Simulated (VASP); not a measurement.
# In8Sb9 in VASP: further runs

Runs on In8Sb9. Level: PBE. Tasks: single point.

All numbers are computed with VASP 6.6.1; they aren't measurements. Logs are shortened: lines on timing, memory, paths and dates and some standing lists are left out, and cuts for length are marked.

## 1. The cell of the first run

The cell holds a slab with vacuum, 17 atoms: a = 9.174 Å, b = 6.487 Å, c = 18.880 Å, α = 90.00°, β = 90.00°, γ = 90.00°.

## 2. Single point, PBE

Contents of INCAR:

```
PREC = Accurate
ENCUT = 520
EDIFF = 1E-6
ISMEAR = -1
SIGMA = 0.15
LREAL = Auto
LASPH = T
NELM = 100
ALGO = Normal
ISIF = 2
LWAVE = F
LCHARG = F
GGA = PE
NBANDS = 88
```

Contents of KPOINTS:

```
regular mesh
0
Gamma
  2 2 1
```

Contents of POSCAR:

```
In8Sb9
1.0
    9.1735790000      0.0000000000      0.0000000000
    0.0000000000      6.4867000000      0.0000000000
    0.0000000000      0.0000000000     18.8801840000
In Sb
8 9
Direct
    0.0000000000      0.0000000000      0.0529656000
    0.7567737516      0.5645698696      0.1887520668
    0.2436567913      0.5657940953      0.1889868552
    0.5000000000      0.0000000000      0.0529656000
    0.5012205309      0.0734253784      0.2973968221
    0.2536060272      0.5166212762      0.4265759626
    0.7443620636      0.5179707804      0.4272522802
    0.0000913085      0.0787740404      0.3156811707
    0.0004469922      0.2870537611      0.1779028274
    0.2500000000      0.7500000000      0.0529656000
    0.7500000000      0.7500000000      0.0529656000
    0.4999942781      0.3100489522      0.1694767197
    0.4970093283      0.2067673532      0.4459798272
    0.7501064501      0.8073661057      0.3127088241
    0.2508694589      0.8087928272      0.3129605521
   -0.0011929785      0.2746754989      0.4532731613
    0.4996634604      0.6093855286      0.5200361463
```

Potentials or basis: VASP PAW PBE potentials, release 64 (In_d, Sb).

Command:

```bash
> cat potpaw_PBE.64/In_d/POTCAR potpaw_PBE.64/Sb/POTCAR > POTCAR
> mpirun -np 1 vasp_std > vasp.out
```

OUTCAR:

```text
PREC = Accurate
   ENCUT = 520
   EDIFF = 1E-6
   ISMEAR = -1
   LREAL = Auto
   LASPH = T
   NELM = 100
   ISIF = 2
   GGA = PE

 ion  position               nearest neighbor table
   1  0.000  0.000  0.053-  10 2.81  11 2.81   9 3.01
   2  0.757  0.565  0.189-  14 2.82  11 2.83   9 2.88  12 2.90
   3  0.244  0.566  0.189-  15 2.82  10 2.83   9 2.88  12 2.90
   4  0.500  0.000  0.053-  10 2.81  11 2.81  12 2.98
   5  0.501  0.073  0.297-  12 2.86  14 2.88  15 2.88  13 2.94
   6  0.254  0.517  0.427-  16 2.86  15 2.86  17 2.93  13 3.03
   7  0.744  0.518  0.427-  16 2.86  14 2.86  17 2.91  13 3.06
   8  0.000  0.079  0.316-  14 2.89  15 2.89  16 2.89   9 2.93
   9  0.000  0.287  0.178-   2 2.88   3 2.88   8 2.93   1 3.01
  10  0.250  0.750  0.053-   1 2.81   4 2.81   3 2.83
  11  0.750  0.750  0.053-   1 2.81   4 2.81   2 2.83
  12  0.500  0.310  0.169-   5 2.86   2 2.90   3 2.90   4 2.98
  13  0.497  0.207  0.446-   5 2.94  17 2.96   6 3.03   7 3.06
  14  0.750  0.807  0.313-   2 2.82   7 2.86   5 2.88   8 2.89
  15  0.251  0.809  0.313-   3 2.82   6 2.86   5 2.88   8 2.89
  16  0.999  0.275  0.453-   7 2.86   6 2.86   8 2.89
  17  0.500  0.609  0.520-   7 2.91   6 2.93  13 2.96

  LATTYP: Found a simple orthorhombic cell.
 ALAT       =     6.4867000000
 B/A-ratio  =     1.4142135446
 C/A-ratio  =     2.9105992261

  Lattice vectors:

 A1 = (   0.0000000000,  -6.4867000000,   0.0000000000)
 A2 = (   9.1735790000,   0.0000000000,   0.0000000000)
 A3 = (   0.0000000000,   0.0000000000,  18.8801840000)

Analysis of symmetry for initial positions (statically):
=====================================================================
 Subroutine PRICEL returns:
 Original cell was already a primitive cell.

 Routine SETGRP: Setting up the symmetry group for a
 simple orthorhombic supercell.

 Subroutine GETGRP returns: Found  1 space group operations
 (whereof  1 operations were pure point group operations)
 out of a pool of  8 trial point group operations.

The static configuration has the point symmetry C_1 .

Analysis of symmetry for dynamics (positions and initial velocities):
=====================================================================
 Subroutine PRICEL returns:
 Original cell was already a primitive cell.

 Routine SETGRP: Setting up the symmetry group for a
 simple orthorhombic supercell.

 Subroutine GETGRP returns: Found  1 space group operations
 (whereof  1 operations were pure point group operations)
 out of a pool of  8 trial point group operations.

The dynamic configuration has the point symmetry C_1 .

 Subroutine INISYM returns: Found  1 space group operations
 (whereof  1 operations are pure point group operations),
 and found     1 'primitive' translations

----------------------------------------------------------------------------------------

                                     Primitive cell

  volume of cell :    1123.4890

  direct lattice vectors                    reciprocal lattice vectors
     9.173579000  0.000000000  0.000000000     0.109008709  0.000000000  0.000000000
     0.000000000  6.486700000  0.000000000     0.000000000  0.154161592  0.000000000
     0.000000000  0.000000000 18.880184000     0.000000000  0.000000000  0.052965586

  length of vectors
     9.173579000  6.486700000 18.880184000     0.109008709  0.154161592  0.052965586

  position of ions in fractional coordinates (direct lattice)
     0.000000000  0.000000000  0.052965600
     0.756773752  0.564569870  0.188752067
     0.243656791  0.565794095  0.188986855
     0.500000000  0.000000000  0.052965600
     0.501220531  0.073425378  0.297396822
     0.253606027  0.516621276  0.426575963
[... 9 lines left out ...]
     0.998807021  0.274675499  0.453273161
     0.499663460  0.609385529  0.520036146

  ion indices of the primitive-cell ions
   primitive index   ion index
                 1           1
                 2           2
                 3           3
                 4           4
                 5           5
                 6           6
[... 9 lines left out ...]
                16          16
                17          17

----------------------------------------------------------------------------------------

 KPOINTS: regular mesh

Automatic generation of k-mesh.
 Grid dimensions read from file:
 generate k-points for:    2    2    1

 Generating k-lattice:

  Cartesian coordinates                     Fractional coordinates (reciprocal lattice)
     0.054504354  0.000000000  0.000000000     0.500000000  0.000000000  0.000000000
     0.000000000  0.077080796  0.000000000     0.000000000  0.500000000  0.000000000
     0.000000000  0.000000000  0.052965586     0.000000000  0.000000000  1.000000000

  Length of vectors
     0.054504354  0.077080796  0.052965586

  Shift w.r.t. Gamma in fractional coordinates (k-lattice)
     0.000000000  0.000000000  0.000000000

 Subroutine IBZKPT returns following result:
 ===========================================

 Found      4 irreducible k-points:

 Following reciprocal coordinates:
            Coordinates               Weight
  0.000000  0.000000  0.000000      1.000000
  0.500000  0.000000  0.000000      1.000000
  0.000000  0.500000  0.000000      1.000000
  0.500000  0.500000  0.000000      1.000000
   k-points           NKPTS =      4   k-points in BZ     NKDIM =      4   number of bands    NBANDS=     88
   number of dos      NEDOS =    301   number of ions     NIONS =     17
   total plane-waves  NPLWV = 470400
   dimension x,y,z NGX =    70 NGY =   48 NGZ =  140
   dimension x,y,z NGXF=   140 NGYF=   96 NGZF=  280
   ions per type =               8   9
   NGX,Y,Z   is equivalent  to a cutoff of  12.69, 12.30, 12.33 a.u.
   NGXF,Y,Z  is equivalent  to a cutoff of  25.37, 24.60, 24.65 a.u.
 SYSTEM =  unknown system
   PREC   = accura    normal or accurate (medium, high low for compatibility)
   ISTART =      0    job   : 0-new  1-cont  2-samecut
   ICHARG =      2    charge: 1-file 2-atom 10-const
   ISPIN  =      1    spin polarized calculation?
   LNONCOLLINEAR =      F non collinear calculations
   LSORBIT =      F    spin-orbit coupling
   LASPH  =      T    aspherical Exc in radial PAW
   ENCUT  =  520.0 eV  38.22 Ry    6.18 a.u.  17.06 12.06 35.10*2*pi/ulx,y,z
   NELM   =    100;   NELMIN=  2; NELMDL= -5     # of ELM steps
   EDIFF  = 0.1E-05   stopping-criterion for ELM
   LREAL  =      T    real-space projection
   EDIFFG = 0.1E-04   stopping-criterion for IOM
   NSW    =      0    number of steps for IOM
   IBRION =     -1    ionic relax: 0-MD 1-quasi-New 2-CG
   NFREE  =      0    steps in history (QN), initial steepest desc. (CG)
   ISIF   =      2    stress and relaxation
   ISYM   =      2    0-nonsym 1-usesym 2-fastsym
   POTIM  = 0.5000    time-step for ionic-motion
   TEBEG  =    0.0;   TEEND  =   0.0 temperature during run
   PSTRESS=    0.0 pullay stress
   NELECT =     149.0000    total number of electrons
   NUPDOWN=      -1.0000    fix difference up-down
   EMIN   =  10.00;   EMAX   =-10.00  energy-range for DOS
   EFERMI =   0.00;   METHOD = LEGACY
   ISMEAR =    -1;   SIGMA  =   0.15  broadening in eV -4-tet -1-fermi 0-gaus
   EFERMI_NEDOS =   21; number of points for ismear=-14 and -15
   IALGO  =     38    algorithm
   IMIX   =      4    mixing-type and parameters
     AMIX     =   0.40;   BMIX     =  1.00
     AMIX_MAG =   1.60;   BMIX_MAG =  1.00
  volume/ion in A,a.u.               =      66.09       445.98
  Fermi-wavevector in a.u.,A,eV,Ry     =   0.834861  1.577658  9.483155  0.696992
  Thomas-Fermi vector in A             =   1.948323
   LORBIT       =      0    0 simple, 1 ext, 2 COOP (PROOUT), +10 PAW based schemes
   GGA     = PE    functional components
   LHFCALC =     F    Hartree Fock is set to
   AEXX    =    0.0000 exact exchange contribution
   IVDW    =     0    specifies the selected vdW correction
   LEPSILON=     F    determine dielectric tensor
   LRPA    =     F    only Hartree local field effects (RPA)
 non-spin polarized calculation
  energy-cutoff  :      520.00
  volume of cell :     1123.49
 maximum number of plane-waves:     30352
 NGX is ok and might be reduce to    70
   NGX = 35   NGY = 25   NGZ = 71

 number of electron     149.0000003 magnetization

 Free energy of the ion-electron system (eV)
  ---------------------------------------------------
  ext. energy  EPLUGINS =         0.00000000
  ---------------------------------------------------
  free energy    TOTEN  =       -55.29342546 eV

  energy without entropy =      -54.90356221  energy(sigma->0) =      -55.09849384

 E-fermi :   0.4882     XC(G=0):  -5.3279

 val. band max:        0.4127911401   @ k =   0.0000   0.5000   0.0000
 cond. band min:       0.5418098741   @ k =   0.0000   0.0000   0.0000
 fundamental gap:      0.1290187340
 Fermi energy:         0.4882341360

 k-point     1 :       0.0000    0.0000    0.0000
  band No.  band energies     occupation
      1     -14.2382      2.00000
      2     -14.2183      2.00000
      3     -14.2119      2.00000
      4     -14.1846      2.00000
      5     -14.1696      2.00000
      6     -14.1579      2.00000
[... 78 lines left out ...]
     85       2.6501      0.00000
     86       2.8582      0.00000

 k-point     2 :       0.5000    0.0000    0.0000
  band No.  band energies     occupation
      1     -14.2376      2.00000
      2     -14.2184      2.00000
      3     -14.2095      2.00000
      4     -14.1827      2.00000
      5     -14.1684      2.00000
      6     -14.1646      2.00000
[... 78 lines left out ...]
     85       2.7665      0.00000
     86       3.1774      0.00000

 k-point     3 :       0.0000    0.5000    0.0000
  band No.  band energies     occupation
      1     -14.2383      2.00000
      2     -14.2177      2.00000
      3     -14.2120      2.00000
      4     -14.1846      2.00000
      5     -14.1687      2.00000
      6     -14.1580      2.00000
[... 78 lines left out ...]
     85       3.1182      0.00000
     86       3.1335      0.00000

 k-point     4 :       0.5000    0.5000    0.0000
  band No.  band energies     occupation
      1     -14.2377      2.00000
      2     -14.2177      2.00000
      3     -14.2096      2.00000
      4     -14.1826      2.00000
      5     -14.1677      2.00000
      6     -14.1644      2.00000
[... 78 lines left out ...]
     85       3.4384      0.00000
     86       3.7371      0.00000
 [bands above 86 left out]

------------------------ aborting loop because EDIFF is reached ----------------------------------------

  FORCE on cell =-STRESS in cart. coord.  units (eV):
  Direction    XX          YY          ZZ          XY          YZ          ZX
  --------------------------------------------------------------------------------------
  -------------------------------------------------------------------------------------
  Total        1.1361340     -2.9623373     -0.0668519     -0.0764797      0.0703779     -0.0306004
  in kB        1.6202099     -4.2245090     -0.0953357     -0.1090657      0.1003640     -0.0436383
  external PRESSURE =      -0.8998783 kB  Pullay stress =       0.0000000 kB

 VOLUME and BASIS-vectors are now :
 -----------------------------------------------------------------------------
  energy-cutoff  :      520.00
  volume of cell :     1123.49
      direct lattice vectors                 reciprocal lattice vectors
     9.173579000  0.000000000  0.000000000     0.109008709  0.000000000  0.000000000
     0.000000000  6.486700000  0.000000000     0.000000000  0.154161592  0.000000000
     0.000000000  0.000000000 18.880184000     0.000000000  0.000000000  0.052965586

 POSITION                                       TOTAL-FORCE (eV/Angst)
 -----------------------------------------------------------------------------------
      0.00000      0.00000      1.00000         0.001937      0.101573      0.805464
      6.94232      3.66220      3.56367         0.007677     -0.009621      0.011076
      2.23520      3.67014      3.56811        -0.009468     -0.006335      0.009562
      4.58679      0.00000      1.00000        -0.000075      0.063334      0.808644
      4.59799      0.47629      5.61491        -0.010102      0.014773     -0.017815
      2.32647      3.35117      8.05383        -0.007259      0.009327     -0.007102
[... 9 lines left out ...]
      9.16264      1.78174      8.55788        -0.000023      0.006027      0.018549
      4.58370      3.95290      9.81838        -0.002790     -0.009417      0.014883
 -----------------------------------------------------------------------------------
    total drift:                               -0.012337      0.000331     -0.030992

  FREE ENERGIE OF THE ION-ELECTRON SYSTEM (eV)
  ---------------------------------------------------
  free  energy   TOTEN  =       -55.2934254600 eV

  energy  without entropy=      -54.9035622101  energy(sigma->0) =      -55.09849384
```

It took 19 min on 1 thread of Oxide Virtual Turin-like, shared host; peak memory 0.95 GiB.

Results:

| Quantity | Value |
| --- | --- |
| Free energy | -55.2934 eV |
| Largest force | 0.821 eV/Å |
| Band gap on the k mesh | zero (an odd number of electrons rules out a gap without spin polarisation) |

Forces on the atoms (eV/Å):
```
In   0.002  0.102  0.805
In   0.008 -0.010  0.011
In  -0.009 -0.006  0.010
In   0.000  0.063  0.809
In  -0.010  0.015 -0.018
In  -0.007  0.009 -0.007
In   0.006  0.003 -0.007
In   0.004  0.020 -0.039
Sb   0.002 -0.009  0.010
Sb  -0.011 -0.088 -0.813
Sb   0.014 -0.083 -0.817
Sb   0.000 -0.006  0.008
Sb   0.003 -0.002  0.017
Sb   0.020 -0.004  0.000
Sb  -0.017 -0.001 -0.002
Sb   0.000  0.006  0.019
Sb  -0.003 -0.009  0.015
```

Caveat: the k points lie up to 0.48 Å⁻¹ apart, too coarse for converged energies and pressures of a metal; there is no dipole correction, which matters where the two faces differ; spin-orbit coupling is left out, which moves the levels of the heavy elements; an odd number of electrons without spin polarisation forces a metal; a magnetic or distorted state may lie lower.

## 3. Single point, PBE

Contents of INCAR:

```
  ALGO = Normal
  EDIFF = 1E-7
  ENCUT = 520
  GGA = PE
  ISIF = 2
  ISMEAR = -1
  LASPH = T
  LCHARG = F
  LREAL = Auto
  LWAVE = F
  NBANDS = 88
  NELM = 60
  PREC = Accurate
  SIGMA = 0.15
```

Contents of KPOINTS:

```
k-points
0
Gamma
  2 2 1
```

Contents of POSCAR:

```
In8Sb9
1.0
    9.1735790000      0.0000000000      0.0000000000
    0.0000000000      6.4867000000      0.0000000000
    0.0000000000      0.0000000000     18.8801840000
In Sb
8 9
Direct
    0.0000000000      0.0000000000      0.0529655855
    0.7516041449      0.5696270831      0.1891030299
    0.2465995006      0.5651718131      0.1882238012
    0.5000011446      0.0000000000      0.0529655855
    0.4982788070      0.0747992045      0.2999388142
    0.2555600164      0.5440054265      0.4292754774
    0.7394060704      0.5321504000      0.4269714744
    0.0000000000      0.1041207394      0.3098115993
   -0.0018422472      0.2985647556      0.1720163320
    0.2500005723      0.7499961460      0.0529655855
    0.7500017169      0.7499961460      0.0529655855
    0.5000338472      0.3030662741      0.1737059342
    0.5017888874      0.1892025221      0.4498049383
    0.7549071088      0.8189217938      0.3111357389
    0.2433074376      0.8178118304      0.3097003716
    0.0001417113      0.2907950113      0.4498261246
    0.4963602537      0.5741902662      0.5257205120
```

Potentials or basis: VASP PAW PBE potentials, release 64 (In_d, Sb).

Command:

```bash
> cat potpaw_PBE.64/In_d/POTCAR potpaw_PBE.64/Sb/POTCAR > POTCAR
> mpirun -np 1 vasp_std > vasp.out
```

Wall time 21 min (1 thread of Oxide Virtual Turin-like, shared host); peak memory 0.94 GiB.

The run converged. Its results:

```yaml
Free_energy: -55.2096 eV
Largest_force: 0.872 eV/Å
Band_gap_on_the_k_mesh: zero (an odd number of electrons rules out a gap without spin polarisation)
```

Forces in eV/Å, atoms in the order of the input:
```
In  -0.003  0.046  0.731
In  -0.002 -0.021  0.003
In   0.001 -0.024  0.036
In   0.004  0.084  0.815
In  -0.003 -0.127  0.205
In  -0.137 -0.078 -0.040
In   0.098 -0.080  0.013
In  -0.008 -0.054  0.178
Sb  -0.006  0.035  0.069
Sb  -0.002 -0.040 -0.871
Sb  -0.005 -0.057 -0.854
Sb   0.003  0.187 -0.291
Sb   0.039 -0.037 -0.160
Sb  -0.138 -0.008  0.112
Sb   0.123 -0.027  0.110
Sb  -0.006 -0.047 -0.083
Sb   0.041  0.248  0.025
```

Levels at points of the mesh, in eV from the Fermi level:
```csv
k point,band 71,band 72,band 73,band 74,band 75,band 76,band 77,band 78
"(0.00, 0.00, 0.00)",-0.76,-0.65,-0.52,-0.24,0.11,0.37,0.47,0.96
"(0.50, 0.00, 0.00)",-0.79,-0.75,-0.61,-0.58,-0.31,0.59,0.64,1.38
"(0.00, 0.50, 0.00)",-0.82,-0.75,-0.63,-0.20,-0.16,0.35,0.57,0.75
"(0.50, 0.50, 0.00)",-0.74,-0.62,-0.59,-0.41,0.08,0.71,0.75,1.21
```

Caveat: the k points lie up to 0.48 Å⁻¹ apart, too coarse for converged energies and pressures of a metal; there is no dipole correction, which matters where the two faces differ; spin-orbit coupling is left out, which moves the levels of the heavy elements; an odd number of electrons without spin polarisation forces a metal; a magnetic or distorted state may lie lower.

The gap in the log of VASP goes by the Fermi energy; the results here count the filled bands.